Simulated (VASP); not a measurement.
Write the native input for VASP 6.6.1 that does the following.

* Task: single point
* Functional: PBE
* Potentials or basis: VASP PAW PBE potentials, release 64 (Ta_pv, Ag, Lu)
* Cutoff: 520 eV
* k mesh: 5 × 5 × 2
* Occupations: fermi-dirac, width 0.1 eV
* Spin: no spin polarisation
* Dipole correction: no
* Further INCAR settings: ALGO = Normal; EDIFF = 1e-06; NBANDS = 68

The structure of LuTa2Ag lies in POSCAR:

```
LuTa2Ag
1.0
    4.3479834555      0.0000000000      0.0000000000
    0.0000000000      4.3479834555      0.0000000000
    0.0000000000      0.0000000000      8.6704995680
Ta Ag Lu
4 2 2
Direct
    0.7500000000      0.2500000000      0.0000000000
    0.2500000000      0.7500000000      0.0000000000
    0.2500000000      0.2500000000      0.7846470889
    0.7500000000      0.7500000000      0.2153529111
    0.7500000000      0.2500000000      0.5000000000
    0.2500000000      0.7500000000      0.5000000000
    0.2500000000      0.2500000000      0.2648735266
    0.7500000000      0.7500000000      0.7351264734
```

These files were run (other wordings do the same):

INCAR

```
SYSTEM = LuTa2Ag
PREC     = Accurate       ! precision mode
ENCUT    = 520            ! plane-wave cutoff, eV
EDIFF    = 1E-6           ! SCF threshold, eV
ISMEAR   = -1             ! smearing method
SIGMA    = 0.1            ! smearing width, eV
LREAL    = .FALSE.        ! projectors in reciprocal space
LASPH    = .TRUE.         ! aspherical terms in the spheres
NELM     = 80             ! most SCF steps
ALGO     = Normal         ! electronic algorithm
ISIF     = 2              ! what is computed and relaxed
LWAVE    = .FALSE.        ! write WAVECAR
LCHARG   = .FALSE.        ! write CHGCAR
GGA      = PE             ! functional
NBANDS   = 68             ! bands
```

KPOINTS

```
regular mesh
0
G
  5 5 2
  0 0 0
```

Potentials or basis: VASP PAW PBE potentials, release 64 (Ta_pv, Ag, Lu).

Run with:

```console
$ cat potpaw_PBE.64/Ta_pv/POTCAR potpaw_PBE.64/Ag/POTCAR potpaw_PBE.64/Lu/POTCAR > POTCAR
$ mpirun -np 1 vasp_std > vasp.out
```

Results of the run:

```json
{"Pressure": "0.1 GPa", "Largest force": "0.020 eV/Å", "Band gap on the k mesh": "zero (bands 58 and 59 overlap by 0.89 eV)"}
```

Caveat: the k points lie up to 0.36 Å⁻¹ apart, too coarse for converged energies and pressures of a metal; spin-orbit coupling is left out, which moves the levels of the heavy elements.

It took 3.5 min on 1 thread of Intel(R) Xeon(R) Platinum 8488C (Sapphire Rapids) (shared host), peak memory 0.31 GiB.
